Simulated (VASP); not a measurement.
A run of VASP 6.6.1 is set up as follows.

The input INCAR:

```
SYSTEM = CrO2
ALGO = Normal
EDIFF = 1E-6
ENCUT = 520
GGA = PE
ISIF = 2
ISMEAR = -1
ISPIN = 2
LASPH = .True.
LCHARG = .True.
LELF = .True.
LMAXMIX = 4
LORBIT = 11
LREAL = .False.
LVHAR = .True.
LWAVE = .False.
MAGMOM = 3 3 0 0 0 0
NBANDS = 37
NELM = 150
PREC = Accurate
SIGMA = 0.05
```

The input KPOINTS:

```
k-points
0
Gamma
  6 6 9
  0 0 0
```

The input POSCAR:

```
CrO2
1.0
    4.4480510066      0.0000000000      0.0000000000
    0.0000000000      4.5292350067      0.0000000000
    0.0000000000      0.0000000000      2.9859640000
Cr O
2 4
Direct
    0.0000000000      0.0000000000      0.0000000000
    0.5000000000      0.5000000000      0.5000000000
    0.2929690000      0.3101830000      0.0000000000
    0.7070310000      0.6898170000      0.0000000000
    0.2070310000      0.8101830000      0.5000000000
    0.7929690000      0.1898170000      0.5000000000
```

Potentials or basis: VASP PAW PBE potentials, release 64 (Cr_pv, O).

The run is started by

```console
$ cat potpaw_PBE.64/Cr_pv/POTCAR potpaw_PBE.64/O/POTCAR > POTCAR
$ mpirun -np 1 vasp_std > vasp.out
```

Estimate the pressure.

-9.4 GPa.

What does it give for the net moment?

4.00 μB per cell.

Forces in eV/Å, atoms in the order of the input:
```
Cr   0.000  0.000  0.000
Cr   0.000  0.000  0.000
O    0.261  0.152  0.000
O   -0.261 -0.152  0.000
O   -0.261  0.152  0.000
O    0.261 -0.152  0.000
```

Caveat: the cell stands under tension; the run started ferromagnetic, and an antiferromagnetic order may lie lower in energy.
